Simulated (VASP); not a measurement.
## Co: single point with RPBE

Crystal: Co.

```
CELL_PARAMETERS angstrom
2.52041 0.00000 0.00000
-1.26021 2.18274 0.00000
0.00000 0.00000 4.06748
ATOMIC_POSITIONS crystal
Co 0.66667 0.33333 0.75000
Co 0.33333 0.66667 0.25000
```

```yaml
Program: VASP 6.6.1
Task: single point
Functional: RPBE
Potentials_or_basis: VASP PAW PBE potentials, release 64 (Co)
Cutoff: 520 eV
k_mesh: 12 × 12 × 7
Occupations: fermi-dirac, width 0.05 eV
Spin: collinear spin, ferromagnetic start
Starting_moments: "[2.0, 2.0] μB"
Dipole_correction: no
Further_INCAR_settings: ALGO = Normal; EDIFF = 1e-06; NBANDS = 20
```

```yaml
Pressure: -0.5 GPa
Net_moment: 3.31 μB per cell
Site_moments: Co +1.68 μB
Valence_electrons_inside_the_program's_atomic_spheres: Co 8.21
```

Stress tensor (GPa, compression positive):
```
-0.44  0.00  0.00
 0.00 -0.44  0.00
 0.00  0.00 -0.66
```

Levels at points of the mesh, in eV from the Fermi level:
Spin up:
| k point | band 7 | band 8 | band 9 | band 10 | band 11 | band 12 | band 13 | band 14 | band 15 | band 16 |
| --- | --- | --- | --- | --- | --- | --- | --- | --- | --- | --- |
| (0.00, 0.00, 0.00) | -2.30 | -1.98 | -1.98 | -0.94 | -0.94 | -0.02 | 6.11 | 21.67 | 23.99 | 23.99 |
| (0.50, 0.00, 0.00) | -2.20 | -0.82 | -0.72 | -0.68 | 1.19 | 3.14 | 9.48 | 10.11 | 12.43 | 13.59 |
Spin down:
| k point | band 4 | band 5 | band 6 | band 7 | band 8 | band 9 | band 10 | band 11 |
| --- | --- | --- | --- | --- | --- | --- | --- | --- |
| (0.00, 0.00, 0.00) | -0.87 | -0.87 | -0.52 | -0.52 | -0.16 | -0.13 | -0.13 | 1.04 |
| (0.50, 0.00, 0.00) | -1.82 | -1.03 | -0.95 | -0.55 | 1.16 | 1.29 | 1.32 | 2.45 |

It took 69 s on 1 thread of Intel Xeon 6975P-C, on a shared host, peak memory 0.18 GiB.

Caveat: the PAW data sets were made with another functional, which shifts forces and pressure a little.
